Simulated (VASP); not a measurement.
# Co (Pm-3m) in VASP: further runs

Runs on Co. Level: PBEsol. Tasks: relaxation of cell and atoms.

Program: VASP 6.6.1. These are calculated values, not measurements. Logs are shortened: lines on timing, memory, paths and dates and some standing lists are left out, and cuts for length are marked.

**1. The cell of the first run**

The structure is cubic, space group Pm-3m (No. 221). The conventional cell has a = 2.263 Å, b = 2.263 Å, c = 2.263 Å, α = 90.00°, β = 90.00°, γ = 90.00°. Co (site symmetry m-3m) has 6 Co at 2.26 Å within 3.0 Å.

This isn't the form of Co at room conditions, which is hcp.

**2. Relaxation of cell and atoms, PBEsol, collinear spin, ferromagnetic start, target pressure -6.6 GPa, at which the enthalpy is minimised**

Input file INCAR:

```
ALGO     = Normal         # electronic algorithm
EDIFF    = 1E-6           # SCF threshold, eV
EDIFFG   = -0.005         # ionic threshold
ENCUT    = 600            # plane-wave cutoff, eV
GGA      = PS             # functional
IBRION   = 2              # ionic algorithm
ISIF     = 3              # what is computed and relaxed
ISMEAR   = -1             # smearing method
ISPIN    = 2              # spin polarisation
LASPH    = True           # aspherical terms in the spheres
LCHARG   = False          # write CHGCAR
LMAXMIX  = 4              # l up to which the mixer works
LORBIT   = 11             # projections on sites
LREAL    = False          # projectors in reciprocal space
LWAVE    = False          # write WAVECAR
MAGMOM   = 1.7            # initial moments
NELM     = 150            # most SCF steps
NSW      = 60             # ionic steps
PREC     = Accurate       # precision mode
PSTRESS  = -66.0        
SIGMA    = 0.08           # smearing width, eV
```

Input file KPOINTS:

```
k-points
0
Gamma
  17 17 17
```

Input file POSCAR:

```
Co
1.0
    2.2625420690      0.0000000000      0.0000000000
    0.0000000000      2.2625420690      0.0000000000
    0.0000000000      0.0000000000      2.2625420690
Co
1
Direct
    0.0000000000      0.0000000000      0.0000000000
```

Potentials or basis: VASP PAW PBE potentials, release 64 (Co).

Launch:

```console
$ cat potpaw_PBE.64/Co/POTCAR > POTCAR
$ mpirun -np 1 vasp_std > vasp.out
```

OUTCAR:

```text
EDIFF = 1E-6
   EDIFFG = -0.005
   ENCUT = 600
   GGA = PS
   IBRION = 2
   ISIF = 3
   ISMEAR = -1
   ISPIN = 2
   LASPH = True
   LORBIT = 11
   LREAL = False
   NELM = 150
   NSW = 60
   PREC = Accurate
   PSTRESS = -66.0

 ion  position               nearest neighbor table
   1  0.000  0.000  0.000-

  LATTYP: Found a simple cubic cell.
 ALAT       =     2.2625420690

  Lattice vectors:

 A1 = (   2.2625420690,   0.0000000000,   0.0000000000)
 A2 = (   0.0000000000,   2.2625420690,   0.0000000000)
 A3 = (   0.0000000000,   0.0000000000,   2.2625420690)

Analysis of symmetry for initial positions (statically):
=====================================================================
 Subroutine PRICEL returns:
 Original cell was already a primitive cell.

 Routine SETGRP: Setting up the symmetry group for a
 simple cubic supercell.

 Subroutine GETGRP returns: Found 48 space group operations
 (whereof 48 operations were pure point group operations)
 out of a pool of 48 trial point group operations.

The static configuration has the point symmetry O_h .

Analysis of symmetry for dynamics (positions and initial velocities):
=====================================================================
 Subroutine PRICEL returns:
 Original cell was already a primitive cell.

 Routine SETGRP: Setting up the symmetry group for a
 simple cubic supercell.

 Subroutine GETGRP returns: Found 48 space group operations
 (whereof 48 operations were pure point group operations)
 out of a pool of 48 trial point group operations.

The dynamic configuration has the point symmetry O_h .

Analysis of structural, dynamic, and magnetic symmetry:
=====================================================================
 Subroutine PRICEL returns:
 Original cell was already a primitive cell.

 Routine SETGRP: Setting up the symmetry group for a
 simple cubic supercell.

 Subroutine GETGRP returns: Found 48 space group operations
 (whereof 48 operations were pure point group operations)
 out of a pool of 48 trial point group operations.

The overall configuration has the point symmetry O_h .

 Subroutine INISYM returns: Found 48 space group operations
 (whereof 48 operations are pure point group operations),
 and found     1 'primitive' translations

----------------------------------------------------------------------------------------

                                     Primitive cell

  volume of cell :      11.5822

  direct lattice vectors                    reciprocal lattice vectors
     2.262542069  0.000000000  0.000000000     0.441980732  0.000000000  0.000000000
     0.000000000  2.262542069  0.000000000     0.000000000  0.441980732  0.000000000
     0.000000000  0.000000000  2.262542069     0.000000000  0.000000000  0.441980732

  length of vectors
     2.262542069  2.262542069  2.262542069     0.441980732  0.441980732  0.441980732

  position of ions in fractional coordinates (direct lattice)
     0.000000000  0.000000000  0.000000000

  ion indices of the primitive-cell ions
   primitive index   ion index
                 1           1

----------------------------------------------------------------------------------------

 KPOINTS: k-points

Automatic generation of k-mesh.
 Grid dimensions read from file:
 generate k-points for:   17   17   17

 Generating k-lattice:

  Cartesian coordinates                     Fractional coordinates (reciprocal lattice)
     0.025998867  0.000000000  0.000000000     0.058823529  0.000000000  0.000000000
     0.000000000  0.025998867  0.000000000     0.000000000  0.058823529  0.000000000
     0.000000000  0.000000000  0.025998867     0.000000000  0.000000000  0.058823529

  Length of vectors
     0.025998867  0.025998867  0.025998867

  Shift w.r.t. Gamma in fractional coordinates (k-lattice)
     0.000000000  0.000000000  0.000000000

 Subroutine IBZKPT returns following result:
 ===========================================

 Found    165 irreducible k-points:

 Following reciprocal coordinates:
            Coordinates               Weight
  0.000000  0.000000  0.000000      1.000000
  0.058824  0.000000  0.000000      6.000000
  0.117647  0.000000  0.000000      6.000000
  0.176471  0.000000  0.000000      6.000000
  0.235294  0.000000  0.000000      6.000000
  0.294118  0.000000  0.000000      6.000000
[... 16 lines left out ...]
  0.411765  0.117647  0.000000     24.000000
  0.470588  0.117647  0.000000     24.000000
 [... further k-points ...]
   k-points           NKPTS =    165   k-points in BZ     NKDIM =    165   number of bands    NBANDS=      9
   number of dos      NEDOS =    301   number of ions     NIONS =      1
   total plane-waves  NPLWV =   5832
   dimension x,y,z NGX =    18 NGY =   18 NGZ =   18
   dimension x,y,z NGXF=    36 NGYF=   36 NGZF=   36
   ions per type =               1
   NGX,Y,Z   is equivalent  to a cutoff of  13.23, 13.23, 13.23 a.u.
   NGXF,Y,Z  is equivalent  to a cutoff of  26.45, 26.45, 26.45 a.u.
 SYSTEM =  unknown system
   PREC   = accura    normal or accurate (medium, high low for compatibility)
   ISTART =      0    job   : 0-new  1-cont  2-samecut
   ICHARG =      2    charge: 1-file 2-atom 10-const
   ISPIN  =      2    spin polarized calculation?
   LNONCOLLINEAR =      F non collinear calculations
   LSORBIT =      F    spin-orbit coupling
   LASPH  =      T    aspherical Exc in radial PAW
   ENCUT  =  600.0 eV  44.10 Ry    6.64 a.u.   4.52  4.52  4.52*2*pi/ulx,y,z
   NELM   =    150;   NELMIN=  2; NELMDL= -5     # of ELM steps
   EDIFF  = 0.1E-05   stopping-criterion for ELM
   LREAL  =      F    real-space projection
   EDIFFG = -.5E-02   stopping-criterion for IOM
   NSW    =     60    number of steps for IOM
   IBRION =      2    ionic relax: 0-MD 1-quasi-New 2-CG
   NFREE  =      1    steps in history (QN), initial steepest desc. (CG)
   ISIF   =      3    stress and relaxation
   ISYM   =      2    0-nonsym 1-usesym 2-fastsym
   POTIM  = 0.5000    time-step for ionic-motion
   TEBEG  =    0.0;   TEEND  =   0.0 temperature during run
   PSTRESS=  -66.0 pullay stress
   NELECT =       9.0000    total number of electrons
   NUPDOWN=      -1.0000    fix difference up-down
   EMIN   =  10.00;   EMAX   =-10.00  energy-range for DOS
   EFERMI =   0.00;   METHOD = LEGACY
   ISMEAR =    -1;   SIGMA  =   0.08  broadening in eV -4-tet -1-fermi 0-gaus
   EFERMI_NEDOS =   21; number of points for ismear=-14 and -15
   IALGO  =     38    algorithm
   IMIX   =      4    mixing-type and parameters
     AMIX     =   0.40;   BMIX     =  1.00
     AMIX_MAG =   1.60;   BMIX_MAG =  1.00
  volume/ion in A,a.u.               =      11.58        78.16
  Fermi-wavevector in a.u.,A,eV,Ry     =   1.505078  2.844185 30.820730  2.265260
  Thomas-Fermi vector in A             =   2.615974
   LORBIT       =     11    0 simple, 1 ext, 2 COOP (PROOUT), +10 PAW based schemes
   GGA     = PS    functional components
   LHFCALC =     F    Hartree Fock is set to
   AEXX    =    0.0000 exact exchange contribution
   IVDW    =     0    specifies the selected vdW correction
   LEPSILON=     F    determine dielectric tensor
   LRPA    =     F    only Hartree local field effects (RPA)
 conjugate gradient relaxation of ions
 spin polarized calculation
  energy-cutoff  :      600.00
  volume of cell :       11.58
 maximum number of plane-waves:       401
 NGX is ok and might be reduce to    18
   NGX =  9   NGY =  9   NGZ =  9

--------------------------------------- Ionic step        1  -------------------------------------------

 number of electron       8.9999992 magnetization       1.6547562

 Free energy of the ion-electron system (eV)
  ---------------------------------------------------
  ext. energy  EPLUGINS =         0.00000000
  ---------------------------------------------------
  free energy    TOTEN  =        -6.89661660 eV

  energy without entropy =       -6.86316244  energy(sigma->0) =       -6.87988952

------------------------ aborting loop because EDIFF is reached ----------------------------------------

  FORCE on cell =-STRESS in cart. coord.  units (eV):
  Direction    XX          YY          ZZ          XY          YZ          ZX
  --------------------------------------------------------------------------------------
  -------------------------------------------------------------------------------------
  Total        0.4394501      0.4394501      0.4394501      0.0000000      0.0000000      0.0000000
  in kB       60.7897177     60.7897177     60.7897177      0.0000000      0.0000000      0.0000000
  external PRESSURE =     126.7897177 kB  Pullay stress =     -66.0000000 kB
[... 59 lines left out ...]
  enthalpy is  TOTEN    =        -7.4012637635 eV   P V=       -0.5432457049

--------------------------------------- Ionic step        3  -------------------------------------------

 number of electron       9.0000009 magnetization       1.8236113

 Free energy of the ion-electron system (eV)
  ---------------------------------------------------
  ext. energy  EPLUGINS =         0.00000000
  ---------------------------------------------------
  free energy    TOTEN  =        -6.89210850 eV

  energy without entropy =       -6.85900770  energy(sigma->0) =       -6.87555810

 E-fermi :   8.3754     XC(G=0): -12.6282

 val. band max:        8.3704148282   @ k =   0.4118   0.3529   0.0588
 cond. band min:       8.3761862505   @ k =   0.4118   0.1176   0.0000
 fundamental gap:      0.0057714223
 Fermi energy:         8.3754437948

 spin component 1

 k-point     1 :       0.0000    0.0000    0.0000
  band No.  band energies     occupation
      1       0.0213      1.00000
      2       4.0131      1.00000
      3       4.0131      1.00000
      4       7.3356      1.00000
      5       7.3356      1.00000
      6       7.3356      1.00000
      7      27.3805      0.00000
      8      27.3805      0.00000
      9      27.3805      0.00000
[... 265 lines left out ...]
 k-point    24 :       0.4706    0.1176    0.0000
  band No.  band energies     occupation
      1       4.1388      1.00000
      2       4.7044      1.00000
      3       5.2584      1.00000
      4       6.2390      1.00000
      5       7.2952      1.00000
      6       8.0228      0.98797
      7      12.1606      0.00000
      8      29.1871      0.00000
      9      31.5235      0.00000

 [... further k-points ...]

 spin component 2

 k-point     1 :       0.0000    0.0000    0.0000
  band No.  band energies     occupation
      1       0.2278      1.00000
      2       5.3559      1.00000
      3       5.3560      1.00000
      4       9.5494      0.00000
      5       9.5494      0.00000
      6       9.5495      0.00000
      7      27.7626      0.00000
      8      27.7626      0.00000
      9      27.7626      0.00000
[... 304 lines left out ...]
  FREE ENERGIE OF THE ION-ELECTRON SYSTEM (eV)
  ---------------------------------------------------
  free  energy   TOTEN  =        -6.8921085004 eV

  energy  without entropy=       -6.8590077029  energy(sigma->0) =       -6.87555810

  enthalpy is  TOTEN    =        -7.4111755984 eV   P V=       -0.5190670980

 reached required accuracy - stopping structural energy minimisation

 total charge

# of ion       s       p       d       tot
------------------------------------------
    1        0.500   0.417   7.273   8.189

 magnetization (x)

# of ion       s       p       d       tot
------------------------------------------
    1        0.006  -0.002   1.820   1.823
```

Run time: 34 s. Hardware: 1 thread of Intel Xeon 6975P-C (Granite Rapids), shared host; peak memory 0.15 GiB.

Results:

```yaml
Free_energy: -6.8921 eV
Relaxed_volume: 12.60 Å³/atom
Relaxed_cell: a = 2.327 Å, b = 2.327 Å, c = 2.327 Å, α = 90.00°, β = 90.00°, γ = 90.00°
Space_group_after_relaxing_to_0.1_Å: Pm-3m (No. 221)
Energy_change_on_relaxing_the_run_minimises_the_enthalpy: +4.5 meV/atom
Ionic_steps: 3
Pressure_after_relaxing: -6.6 GPa
Net_moment: 1.82 μB per cell
Site_moments: Co +1.82 μB
Valence_electrons_inside_the_program's_atomic_spheres: Co 8.19
```

Step by step:
```
step  energy change (eV)  largest force (eV/Å)  pressure (GPa)  volume (Å³)
   1              0.0000                0.0000            6.08        11.58
   2              0.0386                0.0000          -11.87        13.19
   3              0.0045                0.0000           -6.57        12.60
```

Final structure:
```
CELL_PARAMETERS angstrom
2.32700 0.00000 0.00000
0.00000 2.32700 0.00000
0.00000 0.00000 2.32700
ATOMIC_POSITIONS crystal
Co 0.00000 0.00000 0.00000
```

Levels at points of the mesh, in eV from the Fermi level:
Spin up:
| k point | band 1 | band 2 | band 3 | band 4 | band 5 | band 6 | band 7 | band 8 | band 9 |
| --- | --- | --- | --- | --- | --- | --- | --- | --- | --- |
| (0.00, 0.00, 0.00) | -8.35 | -4.36 | -4.36 | -1.04 | -1.04 | -1.04 | 19.01 | 19.01 | 19.01 |
Spin down:
```csv
k point,band 1,band 2,band 3,band 4,band 5,band 6,band 7
"(0.00, 0.00, 0.00)",-8.15,-3.02,-3.02,1.17,1.17,1.17,19.39
```

Caveat: the cell is relaxed towards a set pressure, so the run minimises the enthalpy, not the energy; the PAW data sets were made with another functional, which shifts forces and pressure a little.

(Part 1 of 2 ends here.)
